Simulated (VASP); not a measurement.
# HfO2 (P1) in VASP: single point with r2SCAN

Aim: the single point of HfO2 with r2SCAN.

Program: VASP 6.6.1. These are calculated values, not measurements. Logs are shortened: lines on timing, memory, paths and dates and some standing lists are left out, and cuts for length are marked.

**1. The cell of the first run**

The typed cell holds 3 atoms: a = 3.552 Å, b = 3.453 Å, c = 3.155 Å, α = 68.86°, β = 63.69°, γ = 71.10°.

**2. Single point, r2SCAN (atoms moved at random and the cell strained at random)**

File POSCAR:

```
HfO2
1.0
   -0.3667437003      2.5833685490      2.4103098011
    2.4105059054     -0.3966581163      2.4402242172
    2.1255499762      2.3283270358     -0.1117021871
Hf O
1 2
Direct
   -0.0315206778      0.0318508393      0.0386501512
    0.2650773922      0.2491453642      0.2152461343
    0.7664432856      0.7190037966      0.7461037145
```

File INCAR.step1:

```
ALGO     = Normal         # electronic algorithm
EDIFF    = 1E-4           # SCF threshold, eV
ENCUT    = 520            # plane-wave cutoff, eV
GGA      = PE             # functional
ISMEAR   = 0              # smearing method
LASPH    = T              # aspherical terms in the spheres
LCHARG   = F              # write CHGCAR
LREAL    = F              # projectors in reciprocal space
LWAVE    = T              # write WAVECAR
NBANDS   = 18             # bands
NELM     = 100            # most SCF steps
PREC     = Accurate       # precision mode
SIGMA    = 0.05           # smearing width, eV
```

File INCAR.step2:

```
ALGO     = Normal         # electronic algorithm
EDIFF    = 1E-6           # SCF threshold, eV
ENCUT    = 520            # plane-wave cutoff, eV
ISIF     = 2              # what is computed and relaxed
ISMEAR   = 0              # smearing method
ISTART   = 1            
LASPH    = T              # aspherical terms in the spheres
LCHARG   = F              # write CHGCAR
LMIXTAU  = T            
LREAL    = F              # projectors in reciprocal space
LWAVE    = F              # write WAVECAR
METAGGA  = R2SCAN         # meta-GGA
NBANDS   = 18             # bands
NELM     = 100            # most SCF steps
PREC     = Accurate       # precision mode
SIGMA    = 0.05           # smearing width, eV
```

File KPOINTS:

```
k-points
0
Gamma
  8 8 8
```

Potentials or basis: VASP PAW PBE potentials, release 64 (Hf_pv, O).

Started as:

```console
cat potpaw_PBE.64/Hf_pv/POTCAR potpaw_PBE.64/O/POTCAR > POTCAR
cp INCAR.step1 INCAR
mpirun -np 1 vasp_std > vasp.out
cp INCAR.step2 INCAR
mpirun -np 1 vasp_std > vasp.out
```

OUTCAR:

```text
EDIFF = 1E-6
   ENCUT = 520
   ISIF = 2
   ISMEAR = 0
   ISTART = 1
   LASPH = T
   LREAL = F
   METAGGA = R2SCAN
   NELM = 100
   PREC = Accurate

 ion  position               nearest neighbor table
   1  0.968  0.032  0.039-   2 1.82   3 2.00   3 2.08   3 2.21   2 2.23   2 2.26   2 2.51   3 2.54

   2  0.265  0.249  0.215-   1 1.82   1 2.23   1 2.26   1 2.51
   3  0.766  0.719  0.746-   1 2.00   1 2.08   1 2.21   1 2.54

  LATTYP: Found a triclinic cell.
 ALAT       =     3.5521665697
 B/A-ratio  =     1.0007617658
 C/A-ratio  =     0.9720567691
 COS(alpha) =     0.0037004585
 COS(beta)  =     0.3239173508
 COS(gamma) =     0.6059576257

  Lattice vectors:

 A1 = (  -0.3667437003,   2.5833685490,   2.4103098011)
 A2 = (  -2.4922936765,   0.2550415132,   2.5220119882)
 A3 = (   2.4105059054,  -0.3966581163,   2.4402242172)

Analysis of symmetry for initial positions (statically):
=====================================================================
 Subroutine PRICEL returns:
 Original cell was already a primitive cell.

 Routine SETGRP: Setting up the symmetry group for a
 triclinic supercell.

 Subroutine GETGRP returns: Found  1 space group operations
 (whereof  1 operations were pure point group operations)
 out of a pool of  2 trial point group operations.

The static configuration has the point symmetry C_1 .

Analysis of symmetry for dynamics (positions and initial velocities):
=====================================================================
 Subroutine PRICEL returns:
 Original cell was already a primitive cell.

 Routine SETGRP: Setting up the symmetry group for a
 triclinic supercell.

 Subroutine GETGRP returns: Found  1 space group operations
 (whereof  1 operations were pure point group operations)
 out of a pool of  2 trial point group operations.

The dynamic configuration has the point symmetry C_1 .

 Subroutine INISYM returns: Found  1 space group operations
 (whereof  1 operations are pure point group operations),
 and found     1 'primitive' translations

----------------------------------------------------------------------------------------

                                     Primitive cell

  volume of cell :      31.7224

  direct lattice vectors                    reciprocal lattice vectors
    -0.366743700  2.583368549  2.410309801    -0.177708141  0.171994355  0.203501579
[... 82 lines left out ...]
   ISPIN  =      1    spin polarized calculation?
   LNONCOLLINEAR =      F non collinear calculations
   LSORBIT =      F    spin-orbit coupling
   LASPH  =      T    aspherical Exc in radial PAW
   ENCUT  =  520.0 eV  38.22 Ry    6.18 a.u.   6.60  6.42  5.87*2*pi/ulx,y,z
   NELM   =    100;   NELMIN=  2; NELMDL=  0     # of ELM steps
   EDIFF  = 0.1E-05   stopping-criterion for ELM
   LREAL  =      F    real-space projection
   EDIFFG = 0.1E-04   stopping-criterion for IOM
   NSW    =      0    number of steps for IOM
   IBRION =     -1    ionic relax: 0-MD 1-quasi-New 2-CG
   NFREE  =      0    steps in history (QN), initial steepest desc. (CG)
   ISIF   =      2    stress and relaxation
   ISYM   =      2    0-nonsym 1-usesym 2-fastsym
   POTIM  = 0.5000    time-step for ionic-motion
   TEBEG  =    0.0;   TEEND  =   0.0 temperature during run
   PSTRESS=    0.0 pullay stress
   NELECT =      22.0000    total number of electrons
   NUPDOWN=      -1.0000    fix difference up-down
   EMIN   =  10.00;   EMAX   =-10.00  energy-range for DOS
   EFERMI =   0.00;   METHOD = LEGACY
   ISMEAR =     0;   SIGMA  =   0.05  broadening in eV -4-tet -1-fermi 0-gaus
   EFERMI_NEDOS =   21; number of points for ismear=-14 and -15
   IALGO  =     38    algorithm
   IMIX   =      4    mixing-type and parameters
     AMIX     =   0.40;   BMIX     =  1.00
     AMIX_MAG =   1.60;   BMIX_MAG =  1.00
  volume/ion in A,a.u.               =      10.57        71.36
  Fermi-wavevector in a.u.,A,eV,Ry     =   1.449084  2.738372 28.570125  2.099845
  Thomas-Fermi vector in A             =   2.566851
   LORBIT       =      0    0 simple, 1 ext, 2 COOP (PROOUT), +10 PAW based schemes
   METAGGA = R2SCAN    functional components
   LHFCALC =     F    Hartree Fock is set to
   AEXX    =    0.0000 exact exchange contribution
   IVDW    =     0    specifies the selected vdW correction
   LEPSILON=     F    determine dielectric tensor
   LRPA    =     F    only Hartree local field effects (RPA)
 non-spin polarized calculation
 Gauss-broadening in eV      SIGMA  =   0.05
  energy-cutoff  :      520.00
  volume of cell :       31.72
 maximum number of plane-waves:       869
 NGX is ok and might be reduce to    28
   NGX = 13   NGY = 13   NGZ = 11

 number of electron      21.9999998 magnetization

 Free energy of the ion-electron system (eV)
  ---------------------------------------------------
  ext. energy  EPLUGINS =         0.00000000
  ---------------------------------------------------
  free energy    TOTEN  =       -67.31456363 eV

  energy without entropy =      -67.31456363  energy(sigma->0) =      -67.31456363

 E-fermi :   4.4529     XC(G=0): -12.6814

 val. band max:        4.2195582617   @ k =   0.5000   0.5000  -0.0000
 cond. band min:       8.3730386004   @ k =   0.5000  -0.0000   0.5000
 fundamental gap:      4.1534803386
 Fermi energy:         4.4529040543

 k-point     1 :       0.0000    0.0000    0.0000
  band No.  band energies     occupation
      1     -26.4705      2.00000
      2     -26.2929      2.00000
      3     -26.1667      2.00000
      4     -15.8742      2.00000
      5     -12.7516      2.00000
      6      -1.6964      2.00000
[... 481 lines left out ...]
      5     -13.6046      2.00000
      6      -1.2239      2.00000
[... 10 lines left out ...]
     17      16.5145      0.00000
     18      17.3773      0.00000

 [... further k-points ...]
[... 5 lines left out ...]
  --------------------------------------------------------------------------------------
  -------------------------------------------------------------------------------------
  Total        6.3813870      1.5274792      6.7105700      5.6207943      3.8574892      2.8508147
  in kB      322.2992847     77.1470911    338.9250504    283.8846791    194.8269242    143.9836760
  external PRESSURE =     246.1238087 kB  Pullay stress =       0.0000000 kB

 VOLUME and BASIS-vectors are now :
 -----------------------------------------------------------------------------
  energy-cutoff  :      520.00
  volume of cell :       31.72
      direct lattice vectors                 reciprocal lattice vectors
    -0.366743700  2.583368549  2.410309801    -0.177708141  0.171994355  0.203501579
     2.410505905 -0.396658116  2.440224217     0.186005899 -0.160210594  0.200015575
     2.125549976  2.328327036 -0.111702187     0.228862340  0.211364792 -0.191717818

 POSITION                                       TOTAL-FORCE (eV/Angst)
 -----------------------------------------------------------------------------------
     -0.19625      2.57930      2.40774        -2.109838     -3.270016     -2.047772
      0.96087      1.08713      1.22285         2.144324      3.645289      2.885736
      3.03796      3.43198      3.51855        -0.034486     -0.375273     -0.837964
 -----------------------------------------------------------------------------------
    total drift:                                0.001001      0.000574     -0.000001

  FREE ENERGIE OF THE ION-ELECTRON SYSTEM (eV)
  ---------------------------------------------------
  free  energy   TOTEN  =       -67.3145636322 eV

  energy  without entropy=      -67.3145636322  energy(sigma->0) =      -67.31456363
```

Run time: 4.4 min. Hardware: 1 thread of Intel Xeon 6975P-C (Granite Rapids), shared host; peak memory 0.26 GiB.

What came out:

```yaml
Free_energy: -67.3146 eV
Pressure: 24.6 GPa
Largest_force: 5.120 eV/Å
Band_gap_on_the_k_mesh: 4.15 eV (least direct gap 4.59 eV)
```

Forces in eV/Å, atoms in the order of the input:
```
Hf  -2.110 -3.270 -2.048
O    2.144  3.645  2.886
O   -0.034 -0.375 -0.838
```

Caveat: the cell differs from its parent crystal (atoms moved at random and the cell strained at random); the cell stands under pressure; the PAW data sets were made with another functional, which shifts forces and pressure a little; spin-orbit coupling is left out, which moves the levels of the heavy elements. A k mesh can miss the band edges.
